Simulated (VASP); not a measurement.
Here is a VASP 6.6.1 calculation.

File INCAR:

```
PREC = Accurate ; ENCUT = 500
EDIFF = 1E-6 ; ISMEAR = 0
SIGMA = 0.1 ; LREAL = False
LASPH = True ; NELM = 120
ALGO = Normal ; ISIF = 2
LWAVE = False ; LCHARG = False
GGA = PE ; NBANDS = 13
GGA_COMPAT = False
```

Contents of KPOINTS:

```
regular mesh
0
Gamma
  8 8 8
```

File POSCAR:

```
Pb
1.0
    0.0000000000      1.9305733965      1.9305733965
    1.9305733965      0.0000000000      1.9305733965
    1.9305733965      1.9305733965      0.0000000000
Pb
1
Direct
    0.0000000000      0.0000000000      0.0000000000
```

Potentials or basis: VASP PAW PBE potentials, release 64 (Pb_d).

The run is started by

```sh
$ cat potpaw_PBE.64/Pb_d/POTCAR > POTCAR
$ mpirun -np 1 vasp_std > vasp.out
```

**Question.** Estimate the band gap on the k mesh.

**Answer.** Zero (band 7 reaches 28.44 eV, above the bottom of band 8 at 16.79 eV).

**Question.** Predict the pressure.

**Answer.** 225.3 GPa.

Caveat: spin-orbit coupling is left out, which moves the levels of the heavy elements.
